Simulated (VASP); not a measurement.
# Ti (R-3m) in VASP: notebook, part 2 of 2

VASP 6.6.1.

## Step 4: Single point, PBEsol

This run uses another cell than the first one: it holds 3 atoms, not 12.

INCAR

```
PREC     = Accurate       # precision mode
ENCUT    = 520            # plane-wave cutoff, eV
EDIFF    = 1E-6           # SCF threshold, eV
ISMEAR   = 0              # smearing method
SIGMA    = 0.1            # smearing width, eV
LREAL    = F              # projectors in reciprocal space
LASPH    = T              # aspherical terms in the spheres
NELM     = 100            # most SCF steps
ALGO     = Normal         # electronic algorithm
ISIF     = 2              # what is computed and relaxed
LWAVE    = F              # write WAVECAR
LCHARG   = F              # write CHGCAR
GGA      = PS             # functional
NBANDS   = 25             # bands
```

KPOINTS

```
regular mesh
0
Gamma
  9 9 9
```

POSCAR

```
Ti
1.0
    1.4468955146      0.8353655148      6.9237702699
   -1.4468955146      0.8353655148      6.9237702699
    0.0000000000     -1.6707310297      6.9237702699
Ti
3
Direct
    0.0000000000      0.0000000000      0.0000000000
    0.2227634449      0.2227634449      0.2227634449
    0.7772365551      0.7772365551      0.7772365551
```

Potentials or basis: VASP PAW PBE potentials, release 64 (Ti_sv).

Run with:

```
> cat potpaw_PBE.64/Ti_sv/POTCAR > POTCAR
> mpirun -np 1 vasp_std > vasp.out
```

OUTCAR:

```text
PREC = Accurate
   ENCUT = 520
   EDIFF = 1E-6
   ISMEAR = 0
   LREAL = F
   LASPH = T
   NELM = 100
   ISIF = 2
   GGA = PS

 ion  position               nearest neighbor table
   1  0.000  0.000  0.000-   3 2.84   3 2.84   2 2.84   2 2.84   3 2.84   2 2.84
   2  0.223  0.223  0.223-   1 2.84   1 2.84   1 2.84   3 2.87   3 2.87   3 2.87
   3  0.777  0.777  0.777-   1 2.84   1 2.84   1 2.84   2 2.87   2 2.87   2 2.87

  LATTYP: Found a trigonal (rhomboedric) cell.
 ALAT       =     7.1224951333
 COS(alpha) =     0.9174646468

  Lattice vectors:

 A1 = (   1.4468955146,   0.8353655148,   6.9237702699)
 A2 = (  -1.4468955146,   0.8353655148,   6.9237702699)
 A3 = (   0.0000000000,  -1.6707310297,   6.9237702699)

Analysis of symmetry for initial positions (statically):
=====================================================================
 Subroutine PRICEL returns:
 Original cell was already a primitive cell.

 Routine SETGRP: Setting up the symmetry group for a
 trigonal (rhombohedral) supercell.

 Subroutine GETGRP returns: Found 12 space group operations
 (whereof 12 operations were pure point group operations)
 out of a pool of 12 trial point group operations.

The static configuration has the point symmetry D_3d.

Analysis of symmetry for dynamics (positions and initial velocities):
=====================================================================
 Subroutine PRICEL returns:
 Original cell was already a primitive cell.

 Routine SETGRP: Setting up the symmetry group for a
 trigonal (rhombohedral) supercell.

 Subroutine GETGRP returns: Found 12 space group operations
 (whereof 12 operations were pure point group operations)
 out of a pool of 12 trial point group operations.

The dynamic configuration has the point symmetry D_3d.

 Subroutine INISYM returns: Found 12 space group operations
 (whereof 12 operations are pure point group operations),
 and found     1 'primitive' translations

----------------------------------------------------------------------------------------

                                     Primitive cell

  volume of cell :      50.2120

  direct lattice vectors                    reciprocal lattice vectors
     1.446895515  0.835365515  6.923770270     0.345567455  0.199513463  0.048143327
    -1.446895515  0.835365515  6.923770270    -0.345567455  0.199513463  0.048143327
     0.000000000 -1.670731030  6.923770270     0.000000000 -0.399026926  0.048143327

  length of vectors
     7.122495133  7.122495133  7.122495133     0.401920723  0.401920723  0.401920723

  position of ions in fractional coordinates (direct lattice)
     0.000000000  0.000000000  0.000000000
     0.222763445  0.222763445  0.222763445
     0.777236555  0.777236555  0.777236555

  ion indices of the primitive-cell ions
   primitive index   ion index
                 1           1
                 2           2
                 3           3

----------------------------------------------------------------------------------------

 KPOINTS: regular mesh

Automatic generation of k-mesh.
 Grid dimensions read from file:
 generate k-points for:    9    9    9

 Generating k-lattice:

  Cartesian coordinates                     Fractional coordinates (reciprocal lattice)
     0.038396384  0.022168163  0.005349259     0.111111111  0.000000000  0.000000000
    -0.038396384  0.022168163  0.005349259     0.000000000  0.111111111  0.000000000
     0.000000000 -0.044336325  0.005349259    -0.000000000 -0.000000000  0.111111111

  Length of vectors
     0.044657858  0.044657858  0.044657858

  Shift w.r.t. Gamma in fractional coordinates (k-lattice)
     0.000000000  0.000000000  0.000000000

 Subroutine IBZKPT returns following result:
 ===========================================

 Found     85 irreducible k-points:

 Following reciprocal coordinates:
            Coordinates               Weight
  0.000000  0.000000  0.000000      1.000000
  0.111111  0.000000  0.000000      6.000000
  0.222222 -0.000000  0.000000      6.000000
  0.333333  0.000000  0.000000      6.000000
  0.444444 -0.000000  0.000000      6.000000
  0.111111  0.111111  0.000000      6.000000
[... 16 lines left out ...]
 -0.333333  0.333333  0.000000      6.000000
  0.444444  0.444444  0.000000      6.000000
 [... further k-points ...]
   k-points           NKPTS =     85   k-points in BZ     NKDIM =     85   number of bands    NBANDS=     25
   number of dos      NEDOS =    301   number of ions     NIONS =      3
   total plane-waves  NPLWV = 157464
   dimension x,y,z NGX =    54 NGY =   54 NGZ =   54
   dimension x,y,z NGXF=   108 NGYF=  108 NGZF=  108
   ions per type =               3
   NGX,Y,Z   is equivalent  to a cutoff of  12.60, 12.60, 12.60 a.u.
   NGXF,Y,Z  is equivalent  to a cutoff of  25.21, 25.21, 25.21 a.u.
 SYSTEM =  unknown system
   PREC   = accura    normal or accurate (medium, high low for compatibility)
   ISTART =      0    job   : 0-new  1-cont  2-samecut
   ICHARG =      2    charge: 1-file 2-atom 10-const
   ISPIN  =      1    spin polarized calculation?
   LNONCOLLINEAR =      F non collinear calculations
   LSORBIT =      F    spin-orbit coupling
   LASPH  =      T    aspherical Exc in radial PAW
   ENCUT  =  520.0 eV  38.22 Ry    6.18 a.u.  13.24 13.24 13.24*2*pi/ulx,y,z
   NELM   =    100;   NELMIN=  2; NELMDL= -5     # of ELM steps
   EDIFF  = 0.1E-05   stopping-criterion for ELM
   LREAL  =      F    real-space projection
   EDIFFG = 0.1E-04   stopping-criterion for IOM
   NSW    =      0    number of steps for IOM
   IBRION =     -1    ionic relax: 0-MD 1-quasi-New 2-CG
   NFREE  =      0    steps in history (QN), initial steepest desc. (CG)
   ISIF   =      2    stress and relaxation
   ISYM   =      2    0-nonsym 1-usesym 2-fastsym
   POTIM  = 0.5000    time-step for ionic-motion
   TEBEG  =    0.0;   TEEND  =   0.0 temperature during run
   PSTRESS=    0.0 pullay stress
   NELECT =      36.0000    total number of electrons
   NUPDOWN=      -1.0000    fix difference up-down
   EMIN   =  10.00;   EMAX   =-10.00  energy-range for DOS
   EFERMI =   0.00;   METHOD = LEGACY
   ISMEAR =     0;   SIGMA  =   0.10  broadening in eV -4-tet -1-fermi 0-gaus
   EFERMI_NEDOS =   21; number of points for ismear=-14 and -15
   IALGO  =     38    algorithm
   IMIX   =      4    mixing-type and parameters
     AMIX     =   0.40;   BMIX     =  1.00
     AMIX_MAG =   1.60;   BMIX_MAG =  1.00
  volume/ion in A,a.u.               =      16.74       112.95
  Fermi-wavevector in a.u.,A,eV,Ry     =   1.465232  2.768887 29.210422  2.146905
  Thomas-Fermi vector in A             =   2.581114
   LORBIT       =      0    0 simple, 1 ext, 2 COOP (PROOUT), +10 PAW based schemes
   GGA     = PS    functional components
   LHFCALC =     F    Hartree Fock is set to
   AEXX    =    0.0000 exact exchange contribution
   IVDW    =     0    specifies the selected vdW correction
   LEPSILON=     F    determine dielectric tensor
   LRPA    =     F    only Hartree local field effects (RPA)
 non-spin polarized calculation
 Gauss-broadening in eV      SIGMA  =   0.10
  energy-cutoff  :      520.00
  volume of cell :       50.21
 maximum number of plane-waves:      1391
 NGX is ok and might be reduce to    54

 number of electron      36.0000006 magnetization

 Free energy of the ion-electron system (eV)
  ---------------------------------------------------
  ext. energy  EPLUGINS =         0.00000000
  ---------------------------------------------------
  free energy    TOTEN  =       -24.95098200 eV

  energy without entropy =      -24.93187142  energy(sigma->0) =      -24.94142671

 E-fermi :   8.5216     XC(G=0): -11.8141

 val. band max:        8.5192221389   @ k =   0.3333   0.2222   0.2222
 cond. band min:       8.5266442451   @ k =   0.4444   0.3333   0.1111
 fundamental gap:      0.0074221062
 Fermi energy:         8.5215934146

 k-point     1 :       0.0000    0.0000    0.0000
  band No.  band energies     occupation
      1     -47.9569      2.00000
      2     -47.8506      2.00000
      3     -47.8233      2.00000
      4     -24.4826      2.00000
      5     -24.4687      2.00000
      6     -23.9517      2.00000
[... 17 lines left out ...]
     24       9.6834      0.00000
     25      10.6383      0.00000
[... 621 lines left out ...]
      3     -47.7580      2.00000
      4     -24.5810      2.00000
      5     -24.5194      2.00000
      6     -24.4474      2.00000
[... 17 lines left out ...]
     24      12.0925      0.00000
     25      12.1444      0.00000

 [... further k-points ...]
[... 5 lines left out ...]
  --------------------------------------------------------------------------------------
  -------------------------------------------------------------------------------------
  Total       -0.0442702     -0.0442702     -0.0357191      0.0000000      0.0000000      0.0000000
  in kB       -1.4125861     -1.4125861     -1.1397331      0.0000000      0.0000000      0.0000000
  external PRESSURE =      -1.3216351 kB  Pullay stress =       0.0000000 kB

 VOLUME and BASIS-vectors are now :
 -----------------------------------------------------------------------------
  energy-cutoff  :      520.00
  volume of cell :       50.21
      direct lattice vectors                 reciprocal lattice vectors
     1.446895515  0.835365515  6.923770270     0.345567455  0.199513463  0.048143327
    -1.446895515  0.835365515  6.923770270    -0.345567455  0.199513463  0.048143327
     0.000000000 -1.670731030  6.923770270     0.000000000 -0.399026926  0.048143327

 POSITION                                       TOTAL-FORCE (eV/Angst)
 -----------------------------------------------------------------------------------
      0.00000      0.00000      0.00000         0.000000      0.000000      0.000000
      0.00000     -0.00000      4.62709         0.000000      0.000000     -0.015352
      0.00000     -0.00000     16.14422         0.000000     -0.000000      0.015352
 -----------------------------------------------------------------------------------
    total drift:                                0.000000      0.000000      0.000000

  FREE ENERGIE OF THE ION-ELECTRON SYSTEM (eV)
  ---------------------------------------------------
  free  energy   TOTEN  =       -24.9509820033 eV

  energy  without entropy=      -24.9318714198  energy(sigma->0) =      -24.94142671
```

Run time: 8.7 min. Hardware: 1 thread of Intel Xeon Platinum 8259CL at 2.50GHz (Skylake/Cascade Lake), shared host; peak memory 0.39 GiB.

Results:

```
Free energy            : -24.9510 eV
Pressure               : -0.1 GPa
Largest force          : 0.015 eV/Å
Band gap on the k mesh : zero (band 18 reaches 9.28 eV, above the bottom of band 19 at 8.23 eV)
```

Forces on the atoms (eV/Å):
```
Ti   0.000  0.000  0.000
Ti   0.000  0.000 -0.015
Ti   0.000  0.000  0.015
```

Caveat: the PAW data sets were made with another functional, which shifts forces and pressure a little.

## Step 5: Relaxation of cell and atoms, PBEsol

This run uses another cell than the first one: it holds 3 atoms, not 12.

INCAR

```
SYSTEM = Ti
ALGO = Normal
EDIFF = 1E-7
EDIFFG = -0.04
ENCUT = 600
GGA = PS
IBRION = 2
ISIF = 3
ISMEAR = 0
LASPH = .True.
LCHARG = .False.
LREAL = .False.
LWAVE = .False.
NELM = 100
NSW = 90
PREC = Accurate
SIGMA = 0.1
```

KPOINTS

```
k-points
0
Gamma
  9 9 9
  0 0 0
```

POSCAR

```
Ti
1.0
    1.4436480688      0.8334906011      6.9744600706
   -1.4436480688      0.8334906011      6.9744600706
    0.0000000000     -1.6669812023      6.9744600706
Ti
3
Direct
    0.0000000000      0.0000000000      0.0000000000
    0.2228730962      0.2228730962      0.2228730962
    0.7771269038      0.7771269038      0.7771269038
```

Run with:

```
> cat potpaw_PBE.64/Ti_sv/POTCAR > POTCAR
> mpirun -np 1 vasp_std > vasp.out
```

It took 35 min on 1 thread of Intel Xeon Platinum 8259CL at 2.50GHz (Skylake/Cascade Lake), shared host; peak memory 0.55 GiB.

It converged, with:

| Quantity | Value |
| --- | --- |
| Free energy | -24.9504 eV |
| Relaxed volume | 16.71 Å³/atom |
| Relaxed cell | a = 7.121 Å, b = 7.121 Å, c = 7.121 Å, α = 23.43°, β = 23.43°, γ = 23.43° |
| Space group after relaxing (to 0.05 Å) | R-3m (No. 166) |
| Energy gained by relaxing | 0.5 meV/atom |
| Ionic steps | 4 |
| Pressure after relaxing | 0.0 GPa |
| Largest force after relaxing | 0.020 eV/Å |
| Band gap on the k mesh | zero (band 18 reaches 9.30 eV, above the bottom of band 19 at 8.25 eV) |

Forces in eV/Å, atoms in the order of the input:
```
Ti   0.000  0.000  0.000
Ti   0.000  0.000 -0.020
Ti   0.000  0.000  0.020
```

Step by step:
```csv
step,energy change (eV),largest force (eV/Å),pressure (GPa),volume (Å³)
1,0.0000,0.0074,-0.47,50.35
2,-0.0010,0.0205,0.36,50.00
3,-0.0011,0.0192,0.27,50.03
4,-0.0014,0.0205,0.02,50.14
```

Final structure:
```xyz
3
Lattice="1.4459 0.8348 6.9228 -1.4459 0.8348 6.9228 0.0000 -1.6696 6.9228" Properties=species:S:1:pos:R:3 pbc="T T T"
Ti    0.0000    1.6696   13.8456
Ti    0.0000    0.0000    4.6274
Ti    0.0000    0.0000   16.1409
```

Levels at points of the mesh, in eV from the Fermi level:
| k point | band 14 | band 15 | band 16 | band 17 | band 18 | band 19 | band 20 | band 21 | band 22 |
| --- | --- | --- | --- | --- | --- | --- | --- | --- | --- |
| (0.00, 0.00, 0.00) | -3.37 | -3.36 | 0.03 | 0.13 | 0.72 | 0.72 | 0.92 | 0.92 | 0.98 |

Caveat: the PAW data sets were made with another functional, which shifts forces and pressure a little.

## Step 6: Single point, PBEsol

This run uses another cell than the first one: it holds 3 atoms, not 12.

INCAR

```
SYSTEM = Ti
  PREC = Accurate
  ENCUT = 520
  EDIFF = 1E-6
  ISMEAR = 0
  SIGMA = 0.1
  LREAL = .False.
  LASPH = .True.
  NELM = 100
  ALGO = Normal
  ISIF = 2
  LWAVE = .False.
  LCHARG = .True.
  GGA = PS
  LELF = .True.
  LVHAR = .True.
  NBANDS = 25
```

KPOINTS

```
regular mesh
0
Gamma
  6 6 6
  0 0 0
```

POSCAR is that of step 5.

Potentials or basis: VASP PAW PBE potentials, release 64 (Ti_sv).

Run with:

```
> cat potpaw_PBE.64/Ti_sv/POTCAR > POTCAR
> mpirun -np 1 vasp_std > vasp.out
```

It took 5.1 min on 1 thread of Intel Xeon Platinum 8259CL at 2.50GHz (Skylake/Cascade Lake), shared host; peak memory 0.37 GiB.

The run converged. Its results:

* Free energy: -24.9421 eV
* Pressure: -0.3 GPa
* Largest force: 0.003 eV/Å
* Band gap on the k mesh: zero (band 18 reaches 9.25 eV, above the bottom of band 19 at 8.27 eV)

Forces on the atoms (eV/Å):
```
Ti   0.000  0.000  0.000
Ti   0.000  0.000  0.003
Ti   0.000  0.000 -0.003
```

Levels at points of the mesh, in eV from the Fermi level:
| k point | band 16 | band 17 | band 18 | band 19 | band 20 | band 21 |
| --- | --- | --- | --- | --- | --- | --- |
| (0.00, 0.00, 0.00) | -0.06 | 0.05 | 0.69 | 0.69 | 0.87 | 0.88 |
| (0.50, 0.00, 0.00) | -1.47 | -1.37 | -0.19 | 0.38 | 0.60 | 1.25 |
| (0.50, 0.50, 0.00) | -1.70 | -0.72 | -0.44 | 0.65 | 0.97 | 1.18 |
| (0.50, 0.50, 0.50) | 0.33 | 0.46 | 0.68 | 0.68 | 0.78 | 0.93 |

Caveat: the k points lie up to 0.42 Å⁻¹ apart; the PAW data sets were made with another functional, which shifts forces and pressure a little.

## Step 7: Relaxation of cell and atoms, PBEsol

This run uses another cell than the first one: it holds 3 atoms, not 12.

INCAR

```
PREC = Accurate
ENCUT = 600
EDIFF = 1E-6
ISMEAR = 0
SIGMA = 0.1
LREAL = False
LASPH = True
NELM = 100
ALGO = Normal
ISIF = 3
LWAVE = False
LCHARG = False
GGA = PS
IBRION = 2
NSW = 90
EDIFFG = -0.04
```

KPOINTS

```
regular mesh
0
Gamma
  6 6 6
```

POSCAR

```
Ti
1.0
    1.5245660577      0.8802086238      7.3681320941
   -1.5245660577      0.8802086238      7.3681320941
    0.0000000000     -1.7604172477      7.3681320941
Ti
3
Direct
    0.0000000000      0.0000000000      0.0000000000
    0.2222200000      0.2222200000      0.2222200000
    0.7777800000      0.7777800000      0.7777800000
```

Run with:

```
> cat potpaw_PBE.64/Ti_sv/POTCAR > POTCAR
> mpirun -np 1 vasp_std > vasp.out
```

Wall time 39 min (1 thread of Intel Xeon Platinum 8259CL at 2.50GHz (Skylake/Cascade Lake), shared host); peak memory 0.61 GiB.

It converged, with:

```
Free energy                            : -24.9456 eV
Relaxed volume                         : 16.76 Å³/atom
Relaxed cell                           : a = 7.168 Å, b = 7.168 Å, c = 7.168 Å, α = 23.23°, β = 23.23°, γ = 23.23°
Space group after relaxing (to 0.05 Å) : R-3m (No. 166)
Energy gained by relaxing              : 157.0 meV/atom
Ionic steps                            : 7
Pressure after relaxing                : -0.1 GPa
Largest force after relaxing           : 0.021 eV/Å
Band gap on the k mesh                 : zero (band 18 reaches 9.27 eV, above the bottom of band 19 at 8.29 eV)
```

Forces on the atoms (eV/Å):
```
Ti   0.000  0.000  0.000
Ti   0.000  0.000  0.021
Ti   0.000  0.000 -0.021
```

The path:
| step | energy change (eV) | largest force (eV/Å) | pressure (GPa) | volume (Å³) |
| --- | --- | --- | --- | --- |
| 1 | 0.0000 | 0.0667 | -14.57 | 59.33 |
| 2 | -0.2523 | 0.0819 | 14.88 | 45.19 |
| 3 | -0.4701 | 0.0802 | -0.11 | 50.30 |
| 4 | -0.4701 | 0.0799 | 0.25 | 50.13 |
| 5 | -0.4706 | 0.0565 | -0.15 | 50.31 |
| 6 | -0.4707 | 0.0478 | -0.30 | 50.38 |
| 7 | -0.4711 | 0.0213 | -0.14 | 50.29 |

Final structure:
```cif
data_structure
_symmetry_space_group_name_H-M 'P 1'
_symmetry_Int_Tables_number 1
_cell_length_a 7.1685
_cell_length_b 7.1685
_cell_length_c 7.1685
_cell_angle_alpha 23.227
_cell_angle_beta 23.227
_cell_angle_gamma 23.227
_cell_volume 50.29
loop_
_atom_site_label
_atom_site_type_symbol
_atom_site_fract_x
_atom_site_fract_y
_atom_site_fract_z
_atom_site_occupancy
Ti1 Ti 0.00000 0.00000 0.00000 1
Ti2 Ti 0.22274 0.22274 0.22274 1
Ti3 Ti 0.77726 0.77726 0.77726 1
```

Levels at points of the mesh, in eV from the Fermi level:
| k point | band 16 | band 17 | band 18 | band 19 | band 20 | band 21 |
| --- | --- | --- | --- | --- | --- | --- |
| (0.00, 0.00, 0.00) | -0.05 | 0.04 | 0.70 | 0.70 | 0.87 | 0.88 |
| (0.50, 0.00, 0.00) | -1.47 | -1.36 | -0.19 | 0.38 | 0.60 | 1.25 |
| (0.50, 0.50, 0.00) | -1.70 | -0.72 | -0.44 | 0.65 | 0.97 | 1.19 |
| (0.50, 0.50, 0.50) | 0.34 | 0.45 | 0.68 | 0.68 | 0.78 | 0.93 |

Caveat: the k points lie up to 0.42 Å⁻¹ apart in the final cell; the volume moved by over 15 % at a fixed basis, so the end points are rough; the PAW data sets were made with another functional, which shifts forces and pressure a little.

## Step 8: The runs side by side

```tsv
task	cell	k mesh	cutoff (eV)	gap on the mesh (eV)	pressure (GPa)	relaxed volume (Å³/atom)	largest force (eV/Å)
single point	a = 10.040 Å, angles 30.6°, 12 atoms	6 × 6 × 6	520	none	0.0	-	0.02
single point	a = 7.576 Å, angles 23.2°, 3 atoms	6 × 6 × 6	520	none	-14.6	-	0.07
single point	a = 7.122 Å, angles 23.4°, 3 atoms	9 × 9 × 9	520	none	-0.1	-	0.02
relaxation of cell and atoms	relaxed from a = 7.171 Å, angles 23.2°, 3 atoms	9 × 9 × 9	600	none	0.0	16.71	0.02
single point	a = 7.171 Å, angles 23.2°, 3 atoms	6 × 6 × 6	520	none	-0.3	-	-
relaxation of cell and atoms	relaxed from a = 7.576 Å, angles 23.2°, 3 atoms	6 × 6 × 6	600	none	-0.1	16.76	0.02
```

Alike in all rows: level PBEsol; potentials or basis VASP PAW PBE potentials, release 64 (Ti_sv); no spin polarisation; smearing gaussian 0.1 eV.

Caveats: some runs use coarse meshes; the PAW data sets were made with another functional, which shifts forces and pressure a little; the volume moved by over 15 % at a fixed basis, so the end points are rough (some runs).

Absolute energies hang on the potentials; compare differences alone.
